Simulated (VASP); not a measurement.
Set up this calculation in VASP 6.6.1, as the native input.

```yaml
Task: single point
Functional: PBE
Potentials_or_basis: VASP PAW PBE potentials, release 64 (Ba_sv, O)
Cutoff: 600 eV
k_mesh: 4 × 4 × 4
Occupations: gaussian, width 0.01 eV
Spin: no spin polarisation
Dipole_correction: no
Further_INCAR_settings: ALGO = Normal; EDIFF = 1e-06; NBANDS = 15
```

The structure of BaO lies in POSCAR:

```
BaO
1.0
    0.0000000000      2.7718674917      2.7718674917
    2.7718674917      0.0000000000      2.7718674917
    2.7718674917      2.7718674917      0.0000000000
Ba O
1 1
Direct
    0.0000000000      0.0000000000      0.0000000000
    0.5000000000      0.5000000000      0.5000000000
```

These files were run (other wordings do the same):

INCAR

```
PREC = Accurate
ENCUT = 600
EDIFF = 1E-6
ISMEAR = 0
SIGMA = 0.01
LREAL = F
LASPH = T
NELM = 120
ALGO = Normal
ISIF = 2
LWAVE = F
LCHARG = T
GGA = PE
LELF = T
LVHAR = T
NBANDS = 15
GGA_COMPAT = F
```

KPOINTS

```
regular mesh
0
Gamma
  4 4 4
```

Potentials or basis: VASP PAW PBE potentials, release 64 (Ba_sv, O).

The run is started by

```bash
$ cat potpaw_PBE.64/Ba_sv/POTCAR potpaw_PBE.64/O/POTCAR > POTCAR
$ mpirun -np 1 vasp_std > vasp.out
```

It gave:

- Pressure: 2.8 GPa
- Band gap on the k mesh: 1.98 eV

Caveat: the k points lie up to 0.49 Å⁻¹ apart; spin-orbit coupling is left out, which moves the levels of the heavy elements.

It took 13 s on 1 thread of Intel(R) Xeon(R) Platinum 8375C CPU @ 2.90GHz (Ice Lake), on a shared host, peak memory 0.17 GiB.
